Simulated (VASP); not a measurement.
# YMoSe3 (Pm-3m) in VASP: further runs

YMoSe3 is run at these levels: PBE; tasks: single point.

Program: VASP 6.6.1. These are calculated values, not measurements. Logs are shortened: lines on timing, memory, paths and dates and some standing lists are left out, and cuts for length are marked.

## 1. The cell of the first run

It takes space group Pm-3m (No. 221, cubic). Conventional cell: a = 4.938 Å, b = 4.938 Å, c = 4.938 Å, α = 90.00°, β = 90.00°, γ = 90.00°. Y (site symmetry m-3m) has 12 Se at 3.49 Å and 8 Mo at 4.28 Å within 4.6 Å. Within 3.3 Å of Mo (site symmetry m-3m) lie 6 Se at 2.47 Å. Within 3.3 Å of Se (site symmetry 4/mmm) lie 2 Mo at 2.47 Å.

The cell was built from a structure type or drawn by symmetry, and may not be a known phase.

## 2. Single point, PBE, collinear spin

INCAR

```
SYSTEM = YMoSe3
ALGO = Normal
EDIFF = 1E-7
ENCUT = 520
GGA = PE
ISIF = 2
ISMEAR = 0
ISPIN = 2
LASPH = .TRUE.
LCHARG = .FALSE.
LMAXMIX = 4
LORBIT = 11
LREAL = .FALSE.
LWAVE = .FALSE.
MAGMOM = 0 0.28 0 0 0
NBANDS = 34
NELM = 150
PREC = Accurate
SIGMA = 0.1
```

KPOINTS

```
k-points
0
G
  8 8 8
  0 0 0
```

POSCAR

```
YMoSe3
1.0
    4.9378334534      0.0000000000      0.0000000000
    0.0000000000      4.9378334534      0.0000000000
    0.0000000000      0.0000000000      4.9378334534
Y Mo Se
1 1 3
Direct
    0.5000000000      0.5000000000      0.5000000000
    0.0000000000      0.0000000000      0.0000000000
    0.0000000000      0.5000000000      0.0000000000
    0.0000000000      0.0000000000      0.5000000000
    0.5000000000      0.0000000000      0.0000000000
```

Potentials or basis: VASP PAW PBE potentials, release 64 (Y_sv, Mo_sv, Se).

On the command line:

```sh
cat potpaw_PBE.64/Y_sv/POTCAR potpaw_PBE.64/Mo_sv/POTCAR potpaw_PBE.64/Se/POTCAR > POTCAR
mpirun -np 1 vasp_std > vasp.out
```

OUTCAR:

```text
SYSTEM = YMoSe3
   EDIFF = 1E-7
   ENCUT = 520
   GGA = PE
   ISIF = 2
   ISMEAR = 0
   ISPIN = 2
   LASPH = .TRUE.
   LORBIT = 11
   LREAL = .FALSE.
   NELM = 150
   PREC = Accurate

 ion  position               nearest neighbor table
   1  0.500  0.500  0.500-   3 3.49   4 3.49   5 3.49   3 3.49   5 3.49   4 3.49   5 3.49   5 3.49
                             3 3.49   4 3.49   3 3.49   4 3.49
   2  0.000  0.000  0.000-   3 2.47   4 2.47   5 2.47   4 2.47   3 2.47   5 2.47
   3  0.000  0.500  0.000-   2 2.47   2 2.47   1 3.49   1 3.49   1 3.49   1 3.49
   4  0.000  0.000  0.500-   2 2.47   2 2.47   1 3.49   1 3.49   1 3.49   1 3.49
   5  0.500  0.000  0.000-   2 2.47   2 2.47   1 3.49   1 3.49   1 3.49   1 3.49

  LATTYP: Found a simple cubic cell.
 ALAT       =     4.9378334534

  Lattice vectors:

 A1 = (   4.9378334534,   0.0000000000,   0.0000000000)
 A2 = (   0.0000000000,   4.9378334534,   0.0000000000)
 A3 = (   0.0000000000,   0.0000000000,   4.9378334534)

Analysis of symmetry for initial positions (statically):
=====================================================================
 Subroutine PRICEL returns:
 Original cell was already a primitive cell.

 Routine SETGRP: Setting up the symmetry group for a
 simple cubic supercell.

 Subroutine GETGRP returns: Found 48 space group operations
 (whereof 48 operations were pure point group operations)
 out of a pool of 48 trial point group operations.

The static configuration has the point symmetry O_h .

Analysis of symmetry for dynamics (positions and initial velocities):
=====================================================================
 Subroutine PRICEL returns:
 Original cell was already a primitive cell.

 Routine SETGRP: Setting up the symmetry group for a
 simple cubic supercell.

 Subroutine GETGRP returns: Found 48 space group operations
 (whereof 48 operations were pure point group operations)
 out of a pool of 48 trial point group operations.

The dynamic configuration has the point symmetry O_h .

Analysis of structural, dynamic, and magnetic symmetry:
=====================================================================
 Subroutine PRICEL returns:
 Original cell was already a primitive cell.

 Routine SETGRP: Setting up the symmetry group for a
 simple cubic supercell.

 Subroutine GETGRP returns: Found 48 space group operations
 (whereof 48 operations were pure point group operations)
 out of a pool of 48 trial point group operations.

The overall configuration has the point symmetry O_h .

 Subroutine INISYM returns: Found 48 space group operations
 (whereof 48 operations are pure point group operations),
 and found     1 'primitive' translations

----------------------------------------------------------------------------------------

                                     Primitive cell

  volume of cell :     120.3952

  direct lattice vectors                    reciprocal lattice vectors
     4.937833453  0.000000000  0.000000000     0.202517969  0.000000000  0.000000000
     0.000000000  4.937833453  0.000000000     0.000000000  0.202517969  0.000000000
     0.000000000  0.000000000  4.937833453     0.000000000  0.000000000  0.202517969

  length of vectors
     4.937833453  4.937833453  4.937833453     0.202517969  0.202517969  0.202517969

  position of ions in fractional coordinates (direct lattice)
     0.500000000  0.500000000  0.500000000
     0.000000000  0.000000000  0.000000000
     0.000000000  0.500000000  0.000000000
     0.000000000  0.000000000  0.500000000
     0.500000000  0.000000000  0.000000000

  ion indices of the primitive-cell ions
   primitive index   ion index
                 1           1
                 2           2
                 3           3
                 4           4
                 5           5

----------------------------------------------------------------------------------------

 KPOINTS: k-points

Automatic generation of k-mesh.
 Grid dimensions read from file:
[... 25 lines left out ...]
  0.375000  0.000000  0.000000      6.000000
  0.500000  0.000000  0.000000      3.000000
  0.125000  0.125000  0.000000     12.000000
[... 16 lines left out ...]
  0.375000  0.375000  0.125000     24.000000
  0.500000  0.375000  0.125000     24.000000
 [... further k-points ...]
   k-points           NKPTS =     35   k-points in BZ     NKDIM =     35   number of bands    NBANDS=     34
   number of dos      NEDOS =    301   number of ions     NIONS =      5
   total plane-waves  NPLWV =  64000
   dimension x,y,z NGX =    40 NGY =   40 NGZ =   40
   dimension x,y,z NGXF=    80 NGYF=   80 NGZF=   80
   ions per type =               1   1   3
   NGX,Y,Z   is equivalent  to a cutoff of  13.47, 13.47, 13.47 a.u.
   NGXF,Y,Z  is equivalent  to a cutoff of  26.93, 26.93, 26.93 a.u.
 SYSTEM =  YMoSe3
   PREC   = accura    normal or accurate (medium, high low for compatibility)
   ISTART =      0    job   : 0-new  1-cont  2-samecut
   ICHARG =      2    charge: 1-file 2-atom 10-const
   ISPIN  =      2    spin polarized calculation?
   LNONCOLLINEAR =      F non collinear calculations
   LSORBIT =      F    spin-orbit coupling
   LASPH  =      T    aspherical Exc in radial PAW
   ENCUT  =  520.0 eV  38.22 Ry    6.18 a.u.   9.18  9.18  9.18*2*pi/ulx,y,z
   NELM   =    150;   NELMIN=  2; NELMDL= -5     # of ELM steps
   EDIFF  = 0.1E-06   stopping-criterion for ELM
   LREAL  =      F    real-space projection
   EDIFFG = 0.1E-05   stopping-criterion for IOM
   NSW    =      0    number of steps for IOM
   IBRION =     -1    ionic relax: 0-MD 1-quasi-New 2-CG
   NFREE  =      0    steps in history (QN), initial steepest desc. (CG)
   ISIF   =      2    stress and relaxation
   ISYM   =      2    0-nonsym 1-usesym 2-fastsym
   POTIM  = 0.5000    time-step for ionic-motion
   TEBEG  =    0.0;   TEEND  =   0.0 temperature during run
   PSTRESS=    0.0 pullay stress
   NELECT =      43.0000    total number of electrons
   NUPDOWN=      -1.0000    fix difference up-down
   EMIN   =  10.00;   EMAX   =-10.00  energy-range for DOS
   EFERMI =   0.00;   METHOD = LEGACY
   ISMEAR =     0;   SIGMA  =   0.10  broadening in eV -4-tet -1-fermi 0-gaus
   EFERMI_NEDOS =   21; number of points for ismear=-14 and -15
   IALGO  =     38    algorithm
   IMIX   =      4    mixing-type and parameters
     AMIX     =   0.40;   BMIX     =  1.00
     AMIX_MAG =   1.60;   BMIX_MAG =  1.00
  volume/ion in A,a.u.               =      24.08       162.49
  Fermi-wavevector in a.u.,A,eV,Ry     =   1.161523  2.194961 18.356111  1.349136
  Thomas-Fermi vector in A             =   2.298094
   LORBIT       =     11    0 simple, 1 ext, 2 COOP (PROOUT), +10 PAW based schemes
   GGA     = PE    functional components
   LHFCALC =     F    Hartree Fock is set to
   AEXX    =    0.0000 exact exchange contribution
   IVDW    =     0    specifies the selected vdW correction
   LEPSILON=     F    determine dielectric tensor
   LRPA    =     F    only Hartree local field effects (RPA)
 spin polarized calculation
 Gauss-broadening in eV      SIGMA  =   0.10
  energy-cutoff  :      520.00
  volume of cell :      120.40
 maximum number of plane-waves:      3260
 NGX is ok and might be reduce to    40
   NGX = 19   NGY = 19   NGZ = 19

 number of electron      42.9999999 magnetization       0.4580864

 Free energy of the ion-electron system (eV)
  ---------------------------------------------------
  ext. energy  EPLUGINS =         0.00000000
  ---------------------------------------------------
  free energy    TOTEN  =       -29.76413202 eV

  energy without entropy =      -29.73782668  energy(sigma->0) =      -29.75097935

 E-fermi :   5.6126     XC(G=0):  -9.9869

 val. band max:        5.6037980236   @ k =   0.3750   0.3750   0.0000
 cond. band min:       5.6177494328   @ k =   0.3750   0.3750   0.1250
 fundamental gap:      0.0139514093
 Fermi energy:         5.6125597621

 spin component 1

 k-point     1 :       0.0000    0.0000    0.0000
  band No.  band energies     occupation
      1     -56.0379      1.00000
      2     -39.4651      1.00000
      3     -30.2164      1.00000
      4     -30.2164      1.00000
      5     -30.2164      1.00000
      6     -19.3272      1.00000
[... 853 lines left out ...]
     32      10.8337      0.00000
     33      11.5083      0.00000

 [... further k-points ...]

 spin component 2

 k-point     1 :       0.0000    0.0000    0.0000
  band No.  band energies     occupation
      1     -55.8280      1.00000
      2     -39.4315      1.00000
      3     -29.9866      1.00000
      4     -29.9866      1.00000
      5     -29.9866      1.00000
      6     -19.2853      1.00000
[... 853 lines left out ...]
     32      10.9035      0.00000
     33      11.5740      0.00000

 [... further k-points ...]

 [bands above 33 left out]

------------------------ aborting loop because EDIFF is reached ----------------------------------------

  FORCE on cell =-STRESS in cart. coord.  units (eV):
  Direction    XX          YY          ZZ          XY          YZ          ZX
  --------------------------------------------------------------------------------------
  -------------------------------------------------------------------------------------
  Total        0.1660689      0.1660689      0.1660689     -0.0000000     -0.0000000      0.0000000
  in kB        2.2099868      2.2099868      2.2099868     -0.0000000     -0.0000000      0.0000000
  external PRESSURE =       2.2099868 kB  Pullay stress =       0.0000000 kB

 VOLUME and BASIS-vectors are now :
 -----------------------------------------------------------------------------
  energy-cutoff  :      520.00
  volume of cell :      120.40
      direct lattice vectors                 reciprocal lattice vectors
     4.937833453  0.000000000  0.000000000     0.202517969  0.000000000  0.000000000
     0.000000000  4.937833453  0.000000000     0.000000000  0.202517969  0.000000000
     0.000000000  0.000000000  4.937833453     0.000000000  0.000000000  0.202517969

 POSITION                                       TOTAL-FORCE (eV/Angst)
 -----------------------------------------------------------------------------------
      2.46892      2.46892      2.46892         0.000000      0.000000      0.000000
      0.00000      0.00000      0.00000         0.000000      0.000000      0.000000
      0.00000      2.46892      0.00000         0.000000      0.000000      0.000000
      0.00000      0.00000      2.46892         0.000000      0.000000      0.000000
      2.46892      0.00000      0.00000         0.000000      0.000000      0.000000
 -----------------------------------------------------------------------------------
    total drift:                               -0.000000      0.000000     -0.000000

  FREE ENERGIE OF THE ION-ELECTRON SYSTEM (eV)
  ---------------------------------------------------
  free  energy   TOTEN  =       -29.7641320215 eV

  energy  without entropy=      -29.7378266831  energy(sigma->0) =      -29.75097935

 total charge

# of ion       s       p       d       f       tot
--------------------------------------------------
    1        2.110   6.042   0.705   0.018   8.875
    2        2.266   6.172   4.020   0.000  12.458
    3        1.458   2.393   0.049   0.000   3.900
    4        1.458   2.393   0.049   0.000   3.900
    5        1.458   2.393   0.049   0.000   3.900
--------------------------------------------------
tot          8.751  19.393   4.871   0.018  33.033

 magnetization (x)

# of ion       s       p       d       f       tot
--------------------------------------------------
    1        0.012   0.003   0.051   0.000   0.067
    2        0.003   0.002   0.314   0.000   0.319
    3        0.000  -0.006   0.001   0.000  -0.005
    4        0.000  -0.006   0.001   0.000  -0.005
    5        0.000  -0.006   0.001   0.000  -0.005
--------------------------------------------------
tot          0.015  -0.012   0.369   0.000   0.372
```

Run time: 4.2 min. Hardware: 1 thread of Intel Xeon 6975P-C (Granite Rapids), shared host; peak memory 0.46 GiB.

Results:

| Quantity | Value |
| --- | --- |
| Free energy | -29.7641 eV |
| Pressure | 0.2 GPa |
| Net moment | 0.46 μB per cell |
| Site moments | Y +0.07; Mo +0.32; Se -0.01 μB |
| Valence electrons inside the program's atomic spheres | Y 8.88; Mo 12.46; Se 3.90 |

## 3. Single point, PBE, collinear spin

This run uses another cell than the first one, of 23.89 Å³/atom.

INCAR

```
PREC = Accurate
ENCUT = 520
EDIFF = 1E-7
ISMEAR = 0
SIGMA = 0.1
LREAL = F
LASPH = T
NELM = 150
ALGO = Normal
ISIF = 2
LWAVE = F
LCHARG = F
ISPIN = 2
MAGMOM = 0 1 0 0 0
LORBIT = 11
LMAXMIX = 4
GGA = PE
NBANDS = 34
```

KPOINTS

```
regular mesh
0
Gamma
  4 4 4
```

Edit POSCAR of step 2 so:

```diff
@@ -2,5 +2,5 @@
 1.0
-    4.9378334534      0.0000000000      0.0000000000
-    0.0000000000      4.9378334534      0.0000000000
-    0.0000000000      0.0000000000      4.9378334534
+    4.9247863600      0.0000000000      0.0000000000
+    0.0000000000      4.9247863600      0.0000000000
+    0.0000000000      0.0000000000      4.9247863600
 Y Mo Se
```

Potentials or basis: VASP PAW PBE potentials, release 64 (Y_sv, Mo_sv, Se).

On the command line:

```sh
cat potpaw_PBE.64/Y_sv/POTCAR potpaw_PBE.64/Mo_sv/POTCAR potpaw_PBE.64/Se/POTCAR > POTCAR
mpirun -np 1 vasp_std > vasp.out
```

Wall time 56 s (1 thread of Intel Xeon 6975P-C (Granite Rapids), shared host); peak memory 0.33 GiB.

Results (log left out):

```yaml
Free_energy: -29.6814 eV
Pressure: 0.9 GPa
Net_moment: 0.43 μB per cell
Site_moments: Y -0.01; Mo +0.31; Se +0.02 μB
Valence_electrons_inside_the_program's_atomic_spheres: Y 8.88; Mo 12.46; Se 3.91
```

Levels at points of the mesh, in eV from the Fermi level:
Spin up:
```csv
k point,band 17,band 18,band 19,band 20,band 21,band 22,band 23,band 24,band 25,band 26
"(0.00, 0.00, 0.00)",-2.09,-1.89,-1.89,-1.89,-1.00,-1.00,-1.00,-0.30,-0.30,0.13
"(0.50, 0.00, 0.00)",-4.07,-3.28,-1.74,-1.52,-1.52,0.28,0.74,0.74,0.78,1.12
"(0.50, 0.50, 0.00)",-3.20,-3.18,-3.18,-0.79,0.05,0.34,0.34,0.87,1.20,1.51
"(0.50, 0.50, 0.50)",-5.23,-0.42,-0.42,-0.42,0.18,0.62,0.62,0.62,0.99,0.99
```
Spin down:
```csv
k point,band 18,band 19,band 20,band 21,band 22,band 23,band 24,band 25
"(0.00, 0.00, 0.00)",-1.68,-1.68,-1.68,-0.97,-0.97,-0.97,-0.25,-0.25
"(0.50, 0.00, 0.00)",-3.26,-1.50,-1.50,-1.50,0.40,0.77,0.95,0.95
"(0.50, 0.50, 0.00)",-3.15,-3.15,-0.76,0.24,0.53,0.53,0.94,1.23
"(0.50, 0.50, 0.50)",-0.39,-0.39,-0.39,0.18,0.87,0.87,0.87,0.99
```
